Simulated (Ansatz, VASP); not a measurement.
# One calculation of Ge2Sb2Te5, two programs

```xyz
9
Lattice="4.3374 0.0000 0.0000 -2.1687 3.7563 0.0000 0.0000 0.0000 18.4139" Properties=species:S:1:pos:R:3 pbc="T T T"
Ge    0.0000    0.0000    6.1009
Ge    0.0000    0.0000   12.3130
Sb    0.0000    2.5042    2.0641
Sb    2.1687    1.2521   16.3497
Te    0.0000    0.0000    0.0000
Te    0.0000    2.5042   14.5734
Te    2.1687    1.2521    3.8405
Te    0.0000    2.5042    7.5424
Te    2.1687    1.2521   10.8715
```

Alike in both runs: task single point; functional PBE; k mesh 12 × 12 × 2; occupations gaussian, width 0.03 eV; no spin polarisation.

|  | VASP | Ansatz |
| --- | --- | --- |
| version | VASP 6.6.1 | Ansatz 0.2.0 |
| potentials or method | VASP PAW PBE potentials, release 64 (Ge_d, Sb, Te), cutoff 520 eV | scalar-relativistic, plane waves, PAW |
| valence electrons in the cell | 68 | 138 |

Ansatz gave:

* gap on the k mesh at the Fermi level (eV): 0.03
* least direct gap on the mesh (eV): 0.03
* pressure (GPa): -2.1
* traceless stress, the component that is largest in VASP (GPa): 0.07
* rms of the force components (eV/Å): 0.129

Question: Which values does VASP return?

Answer: gap on the k mesh at the Fermi level (eV): 0.03; least direct gap on the mesh (eV): 0.03; pressure (GPa): -2.1; traceless stress, the component that is largest in VASP (GPa): 0.07; rms of the force components (eV/Å): 0.123.

Atom by atom the forces differ by 0.007 eV/Å (rms over components). With one functional, cell and mesh, what is left measures potentials, basis and numerics. VASP's potentials hold 68 valence electrons a cell and Ansatz's 138, so a difference there can come from the potentials and not from the codes.

Neither program's run includes spin-orbit coupling.
